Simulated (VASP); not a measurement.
A run of VASP 6.6.1:

The input POSCAR:

```
SnSe
1.0
    0.0000000000      2.9799000000      3.0100000000
    3.0401000000      0.0000000000      3.0100000000
    3.0401000000      2.9799000000      0.0000000000
Sn Se
1 1
Direct
    0.0000000000      0.0000000000      0.0000000000
    0.5000000000      0.5000000000      0.5000000000
```

The input INCAR.step1:

```
PREC     = Accurate       # precision mode
ENCUT    = 520            # plane-wave cutoff, eV
ISMEAR   = 0              # smearing method
SIGMA    = 0.05           # smearing width, eV
LREAL    = F              # projectors in reciprocal space
LASPH    = T              # aspherical terms in the spheres
NELM     = 100            # most SCF steps
NBANDS   = 17             # bands
GGA      = PE             # functional
ALGO     = Normal         # electronic algorithm
EDIFF    = 1E-4           # SCF threshold, eV
LWAVE    = T              # write WAVECAR
LCHARG   = F              # write CHGCAR
```

Contents of INCAR.step2:

```
PREC     = Accurate       # precision mode
ENCUT    = 520            # plane-wave cutoff, eV
EDIFF    = 1E-6           # SCF threshold, eV
ISMEAR   = 0              # smearing method
SIGMA    = 0.05           # smearing width, eV
LREAL    = F              # projectors in reciprocal space
LASPH    = T              # aspherical terms in the spheres
NELM     = 100            # most SCF steps
ALGO     = Normal         # electronic algorithm
ISIF     = 2              # what is computed and relaxed
LWAVE    = F              # write WAVECAR
LCHARG   = F              # write CHGCAR
METAGGA  = R2SCAN         # meta-GGA
LMIXTAU  = T            
NBANDS   = 17             # bands
ISTART   = 1
```

KPOINTS

```
regular mesh
0
Gamma
  10 10 10
```

Potentials or basis: VASP PAW PBE potentials, release 64 (Sn_d, Se).

Run with:

```sh
$ cat potpaw_PBE.64/Sn_d/POTCAR potpaw_PBE.64/Se/POTCAR > POTCAR
$ cp INCAR.step1 INCAR
$ mpirun -np 1 vasp_std > vasp.out
$ cp INCAR.step2 INCAR
$ mpirun -np 1 vasp_std > vasp.out
```

Hardware: 1 thread of Intel(R) Xeon(R) 6975P-C (Granite Rapids), on a shared host.

How long does it take, and how much memory?

Run time: 2.8 min on 1 thread of Intel(R) Xeon(R) 6975P-C (Granite Rapids), with other jobs on the host, peak memory 0.3 GiB. Counts: k points 171.
